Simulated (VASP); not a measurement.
Here is a VASP 6.6.1 calculation.

INCAR

```
  PREC = Accurate
  ENCUT = 600
  EDIFF = 1E-7
  ISMEAR = -1
  SIGMA = 0.08
  LREAL = F
  LASPH = T
  NELM = 80
  ALGO = Normal
  ISIF = 3
  LWAVE = F
  LCHARG = F
  GGA = PE
  IBRION = 2
  NSW = 60
  EDIFFG = -0.005
  PSTRESS = 190.0
```

KPOINTS

```
Automatic mesh
0
Gamma
  12 12 12
```

File POSCAR:

```
GeMo
1.0
    0.0000000000      2.6185082524      2.6185082524
    2.6185082524      0.0000000000      2.6185082524
    2.6185082524      2.6185082524      0.0000000000
Mo Ge
1 1
Direct
    0.0000000000      0.0000000000      0.0000000000
    0.2500000000      0.2500000000      0.2500000000
```

Potentials or basis: VASP PAW PBE potentials, release 64 (Mo_sv, Ge_d).

Launch:

```bash
$ cat potpaw_PBE.64/Mo_sv/POTCAR potpaw_PBE.64/Ge_d/POTCAR > POTCAR
$ mpirun -np 1 vasp_std > vasp.out
```

Predict the relaxed cell.

a = 3.832 Å, b = 3.832 Å, c = 3.832 Å, α = 60.00°, β = 60.00°, γ = 60.00°.

Estimate the space group after relaxing (to 0.1 Å).

F-43m (No. 216).

Final structure:
```xyz
2
Lattice="0.0000 2.7099 2.7099 2.7099 0.0000 2.7099 2.7099 2.7099 0.0000" Properties=species:S:1:pos:R:3 pbc="T T T"
Mo    0.0000    0.0000    0.0000
Ge    1.3550    1.3550    1.3550
```
